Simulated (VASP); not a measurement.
Set up this calculation in VASP 6.6.1, as the native input.

| Property | Result |
| --- | --- |
| Task | single point |
| Functional | PBEsol |
| Potentials or basis | VASP PAW PBE potentials, release 64 (Ti_sv, Si) |
| Cutoff | 520 eV |
| k mesh | 14 × 14 × 12 |
| Occupations | gaussian, width 0.15 eV |
| Spin | no spin polarisation |
| Dipole correction | no |
| Further INCAR settings | ALGO = Normal; EDIFF = 1e-06; NBANDS = 29 |

The structure of TiSi2 lies in POSCAR:

```
TiSi2
1.0
    1.6809687943     -6.9131175815      0.0000000000
    1.6809687943      6.9131175815      0.0000000000
    0.0000000000      0.0000000000      3.3989244443
Ti Si
2 4
Direct
    0.8975108623      0.1024891377      0.7500000000
    0.1024891377      0.8975108623      0.2500000000
    0.5599809709      0.4400190291      0.7500000000
    0.4400190291      0.5599809709      0.2500000000
    0.2497198722      0.7502801278      0.7500000000
    0.7502801278      0.2497198722      0.2500000000
```

One way to write it, as run:

INCAR

```
SYSTEM = TiSi2
  ALGO = Normal
  EDIFF = 1E-6
  ENCUT = 520
  GGA = PS
  ISIF = 2
  ISMEAR = 0
  LASPH = .True.
  LCHARG = .False.
  LREAL = .False.
  LWAVE = .False.
  NBANDS = 29
  NELM = 80
  PREC = Accurate
  SIGMA = 0.15
```

KPOINTS

```
k-points
0
Gamma
  14 14 12
  0 0 0
```

Potentials or basis: VASP PAW PBE potentials, release 64 (Ti_sv, Si).

Command:

```console
$ cat potpaw_PBE.64/Ti_sv/POTCAR potpaw_PBE.64/Si/POTCAR > POTCAR
$ mpirun -np 1 vasp_std > vasp.out
```

It gave:

```
Pressure               : 12.4 GPa
Largest force          : 0.582 eV/Å
Band gap on the k mesh : zero (bands 20 and 21 overlap by 1.01 eV)
```

Caveat: the stress differs along the axes, from -3 to 21 GPa; the PAW data sets were made with another functional, which shifts forces and pressure a little.

Run time: 41 min on 1 thread of Intel Xeon 8259CL, on a shared host, peak memory 0.82 GiB.
